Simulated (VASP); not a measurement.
A run of VASP 6.6.1 is set up as follows.

INCAR

```
SYSTEM = Gd
PREC = Accurate
ENCUT = 520
EDIFF = 1E-7
ISMEAR = -1
SIGMA = 0.15
LREAL = .False.
LASPH = .True.
NELM = 150
ALGO = Normal
ISIF = 2
LWAVE = .False.
LCHARG = .True.
ISPIN = 2
MAGMOM = 7
LORBIT = 11
LMAXMIX = 6
GGA = CA
LELF = .True.
LVHAR = .True.
NBANDS = 19
```

The input KPOINTS:

```
regular mesh
0
Gamma
  10 10 10
  0 0 0
```

The input POSCAR:

```
Gd
1.0
    0.0000000000      2.6853699812      2.6853699812
    2.6853699812      0.0000000000      2.6853699812
    2.6853699812      2.6853699812      0.0000000000
Gd
1
Direct
    0.0000000000      0.0000000000      0.0000000000
```

Potentials or basis: VASP PAW PBE potentials, release 64 (Gd).

Run with:

```sh
$ cat potpaw_PBE.64/Gd/POTCAR > POTCAR
$ mpirun -np 1 vasp_std > vasp.out
```

(1) Estimate the site moments.

(2) Estimate the net moment.

Results:

(1) Gd +6.79 μB.

(2) 7.30 μB per cell.

Caveat: the cell stands under tension.
